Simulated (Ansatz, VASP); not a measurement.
## NbP in VASP and in Ansatz

Contents of INCAR:

```
ALGO = Normal ; EDIFF = 1E-6
ENCUT = 520 ; GGA = PE
GGA_COMPAT = F ; ISIF = 2
ISMEAR = -1 ; LASPH = T
LCHARG = F ; LMAXMIX = 4
LNONCOLLINEAR = T ; LORBIT = 11
LORBMOM = T ; LREAL = F
LSORBIT = T ; LWAVE = F
MAGMOM = 0 0 0 0 0 0 0 0 0 0 0 0 ; NBANDS = 50
NELM = 150 ; PREC = Accurate
SIGMA = 0.02
```

KPOINTS

```
k-points
0
Gamma
  10 10 10
```

The input POSCAR:

```
NbP
1.0
   -1.6691837428      1.6691837428      5.7320230940
    1.6691837428     -1.6691837428      5.7320230940
    1.6691837428      1.6691837428     -5.7320230940
Nb P
2 2
Direct
    0.7498223616      0.7498223616      0.0000000000
    0.4998223616      0.9998223616      0.5000000000
    0.3328062134      0.3328062134      0.0000000000
    0.0828062134      0.5828062134      0.5000000000
```

Input for Ansatz:

```yaml
crystal:
  lattice:
    - [-1.6691837428, 1.6691837428, 5.732023094]
    - [1.6691837428, -1.6691837428, 5.732023094]
    - [1.6691837428, 1.6691837428, -5.732023094]
  atoms:
    - { symbol: Nb, position: [0.7498223616, 0.7498223616, 0.0] }
    - { symbol: Nb, position: [0.4998223616, 0.9998223616, 0.5] }
    - { symbol: P, position: [0.3328062134, 0.3328062134, 0.0] }
    - { symbol: P, position: [0.0828062134, 0.5828062134, 0.5] }
kpoints:
  mp_grid: { grid: [10, 10, 10] }
  band_path:
    path:
      - [0.0, 0.0, 0.0]
      - [0.0, 0.0, 0.5]
      - [0.25, 0.25, 0.25]
      - [0.0, 0.5, 0.0]
      - [0.5, 0.5, -0.5]
      - [0.2711998329, 0.7288001671, -0.2711998329]
      - [-0.2711998329, 0.2711998329, 0.2711998329]
      - [-0.0423996658, 0.0423996658, 0.5]
      - [0.5, 0.5, -0.0423996658]
      - [0.4, -0.4, 0.4]
      - [0.2, -0.3, 0.3]
    npoints: 1
hamiltonian:
  xc: pbe
scf:
  occupations: { method: fermi_dirac, width: 0.02 }
  n_extra_bands: 10
magnetization:
  noncollinear: true
  spin_orbit: true
output:
  forces: true
  stress: true
  eigenvalues: true
```

Alike in both runs: task single point; functional PBE; k mesh 10 × 10 × 10; occupations fermi-dirac, width 0.02 eV; non-collinear spin, spin-orbit coupling.

|  | VASP | Ansatz |
| --- | --- | --- |
| version | VASP 6.6.1 | Ansatz 0.2.0 |
| potentials or method | VASP PAW PBE potentials, release 64 (Nb_sv, P) | plane waves, PAW |
| plane-wave cutoff (eV) | 520 | 420 |
| valence electrons in the cell | 36 | 36 |

|  | VASP | Ansatz | Ansatz less VASP |
| --- | --- | --- | --- |
| pressure (GPa) | 0.1 | 0.5 | +0.43 |
| traceless stress, the component that is largest in VASP (GPa) | -0.44 | -0.46 | -0.018 |
| rms of the force components (eV/Å) | 0.010 | 0.011 | +0.0006 |

Atom by atom the forces differ by 0.001 eV/Å (rms over components).
